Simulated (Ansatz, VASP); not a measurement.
## One calculation of CoC, two programs

The input POSCAR:

```
CoC
1.0
    0.0000000000      2.0751951072      2.0751951072
    2.0751951072      0.0000000000      2.0751951072
    2.0751951072      2.0751951072      0.0000000000
Co C
1 1
Direct
    0.0000000000      0.0000000000      0.0000000000
    0.5000000000      0.5000000000      0.5000000000
```

The input INCAR.step1:

```
PREC = Accurate
ENCUT = 520
ISMEAR = 0
SIGMA = 0.1
LREAL = False
LASPH = True
NELM = 150
ISPIN = 2
MAGMOM = 3 0
LMAXMIX = 4
NBANDS = 18
GGA = PE
ALGO = Normal
EDIFF = 1E-4
LWAVE = True
LCHARG = False
```

INCAR.step2

```
PREC = Accurate
ENCUT = 520
EDIFF = 1E-7
ISMEAR = 0
SIGMA = 0.1
LREAL = False
LASPH = True
NELM = 150
ALGO = Normal
ISIF = 2
LWAVE = False
LCHARG = True
ISPIN = 2
MAGMOM = 3 0
LORBIT = 11
LMAXMIX = 4
METAGGA = R2SCAN
LMIXTAU = True
LELF = True
LVHAR = True
NBANDS = 18
ISTART = 1
```

KPOINTS

```
Automatic mesh
0
Gamma
  8 8 8
```

Input for Ansatz:

```yaml
crystal:
  lattice:
    - [0.0, 2.0751951072, 2.0751951072]
    - [2.0751951072, 0.0, 2.0751951072]
    - [2.0751951072, 2.0751951072, 0.0]
  atoms:
    - { symbol: Co, position: [0.0, 0.0, 0.0], spin: 3.0 }
    - { symbol: C, position: [0.5, 0.5, 0.5] }
basis:
  ecutwfc: 500
kpoints:
  mp_grid: { grid: [8, 8, 8] }
hamiltonian:
  xc: r2scan
scf:
  occupations: { method: gaussian, width: 0.1 }
  lower_state_search: "off"
output:
  forces: true
  stress: true
  eigenvalues: true
  populations: true
magnetization:
  spin_polarized: true
```

Alike in both runs: task single point; functional r2SCAN; k mesh 8 × 8 × 8; occupations gaussian, width 0.1 eV; collinear spin.

```csv
,VASP,Ansatz
version,VASP 6.6.1,Ansatz 0.2.0
potentials or method,"VASP PAW PBE potentials, release 64 (Co, C), cutoff 520 eV","scalar-relativistic, plane waves, PAW"
valence electrons in the cell,13,21
```

```csv
,VASP,Ansatz,Ansatz less VASP
gap on the k mesh at the Fermi level (eV),none,none,-
net moment per atom (μB),0.29,0.30,+0.012
size of the moment on the site where the two differ most (μB),0.08,0.10,+0.021
```

VASP's potentials were made for PBE, not for r2SCAN. Site moments also hang on the region over which each program counts them. A gap of «none» marks a metal or a gap that the smearing closes. The functional is the same, so the differences come from potentials, cutoffs and numerics. VASP's potentials hold 13 valence electrons a cell and Ansatz's 21, so a difference there can come from the potentials and not from the codes. Ansatz's warnings: stability check not made.
